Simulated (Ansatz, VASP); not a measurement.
# MgB2 in VASP and in Ansatz

```xyz
3
Lattice="3.0747 0.0000 0.0000 -1.5373 2.6628 0.0000 0.0000 0.0000 3.5112" Properties=species:S:1:pos:R:3 pbc="T T T"
Mg    0.0000    0.0000    0.0000
B     0.0000    1.7752    1.7556
B     1.5373    0.8876    1.7556
```

Change from the starting cell: volume scaled by 0.99, crystal datasets.

Alike in both runs: task electric field gradients; functional LDA; k mesh 15 × 15 × 12; occupations fermi-dirac, width 0.05 eV; no spin polarisation.

|  | VASP | Ansatz |
| --- | --- | --- |
| version | VASP 6.6.1 | Ansatz 0.2.0 |
| potentials or method | VASP PAW LDA potentials, release 64 (Mg, B), cutoff 520 eV | all-electron PAW with datasets made for the crystal, scalar-relativistic |

```tsv
	VASP	Ansatz	Ansatz less VASP
pressure (GPa)	-6.8	-6.2	+0.59
traceless stress, the component that is largest in VASP (GPa)	1.24	1.35	+0.111
size of Vzz on the site where it differs most (V/Å²)	0.6	2.8	+2.17
```

LDA's correlation is that of Perdew and Zunger in VASP and of Perdew and Wang (1992) in Ansatz. Ansatz ran all-electron here, and VASP with PAW potentials.
